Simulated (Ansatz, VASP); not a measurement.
# Two plane-wave programs on Ge

File POSCAR:

```
Ge
1.0
    1.3782662934     -2.5653695835      0.0000000000
    1.3782662934      2.5653695835      0.0000000000
    0.0000000000      0.0000000000      2.6617639486
Ge
1
Direct
    0.5000000000      0.5000000000      0.0000000000
```

File INCAR.step1:

```
SYSTEM = Ge
  ALGO = Normal
  EDIFF = 1E-4
  ENCUT = 520
  GGA = PE
  ISMEAR = 1
  LASPH = .TRUE.
  LCHARG = .FALSE.
  LREAL = .FALSE.
  LWAVE = .TRUE.
  NBANDS = 13
  NELM = 80
  PREC = Accurate
  SIGMA = 0.15
```

INCAR.step2

```
SYSTEM = Ge
  ALGO = Normal
  EDIFF = 1E-6
  ENCUT = 520
  ISIF = 2
  ISMEAR = 1
  ISTART = 1
  LASPH = .TRUE.
  LCHARG = .FALSE.
  LMIXTAU = .TRUE.
  LREAL = .FALSE.
  LWAVE = .FALSE.
  METAGGA = R2SCAN
  NBANDS = 13
  NELM = 80
  PREC = Accurate
  SIGMA = 0.15
```

The input KPOINTS:

```
k-points
0
G
  12 12 11
  0 0 0
```

Input for Ansatz:

```yaml
crystal:
  lattice:
    - [1.3782662933754968, -2.5653695834758303, 0.0]
    - [1.3782662933754968, 2.5653695834758303, 0.0]
    - [0.0, 0.0, 2.6617639486131113]
  atoms:
    - { symbol: Ge, position: [0.5, 0.5, 0.0] }
basis:
  ecutwfc: 600.0
kpoints:
  mp_grid:
    grid: [12, 12, 11]
hamiltonian:
  xc: r2scan
  pseudopotentials:
    kind: paw
scf:
  occupations:
    method: cold
    width: 0.15
output:
  stress: true
```

Alike in both runs: task single point; functional r2SCAN; k mesh 12 × 12 × 11; no spin polarisation.

```csv
,VASP,Ansatz
version,VASP 6.6.1,Ansatz 0.2.0
potentials or method,"VASP PAW PBE potentials, release 64 (Ge_d), cutoff 520 eV","plane waves, PAW"
occupations,"methfessel-paxton of order 1, width 0.15 eV","cold, width 0.15 eV"
valence electrons in the cell,14,14
```

VASP gave:

* pressure (GPa): -0.7
* traceless stress, the component that is largest in VASP (GPa): -2.87

Q: Which values does Ansatz return?

A: Pressure (GPa): -0.5; traceless stress, the component that is largest in VASP (GPa): -2.88.

VASP's potentials were made for PBE, not for r2SCAN.
